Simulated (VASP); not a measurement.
Yb, 1 atom in the cell. It takes space group Fm-3m (No. 225, cubic). The conventional cell has a = 5.449 Å, b = 5.449 Å, c = 5.449 Å, α = 90.00°, β = 90.00°, γ = 90.00°. Yb (site symmetry m-3m) has 12 Yb at 3.85 Å within 5.1 Å. 

```yaml
Program: VASP 6.6.1
Task: single point
Functional: LDA
Potentials_or_basis: VASP PAW PBE potentials, release 64 (Yb)
Cutoff: 520 eV
k_mesh: 8 × 8 × 8
Occupations: fermi-dirac, width 0.05 eV
Spin: collinear spin, ferromagnetic start
Starting_moments: "[1.0] μB"
Dipole_correction: no
Further_INCAR_settings: ALGO = Normal; EDIFF = 1e-06; NBANDS = 22
```

Potentials or basis: VASP PAW PBE potentials, release 64 (Yb).

Run with:

```bash
$ cat potpaw_PBE.64/Yb/POTCAR > POTCAR
$ mpirun -np 1 vasp_std > vasp.out
```

Hardware: 1 thread of Intel Xeon 8259CL (shared host).

Task: Estimate the wall time of this run.

Result: It took 5.8 min on 1 thread of Intel Xeon 8259CL, on a shared host, peak memory 0.2 GiB. Counts: scf iterations 50, k points 29.
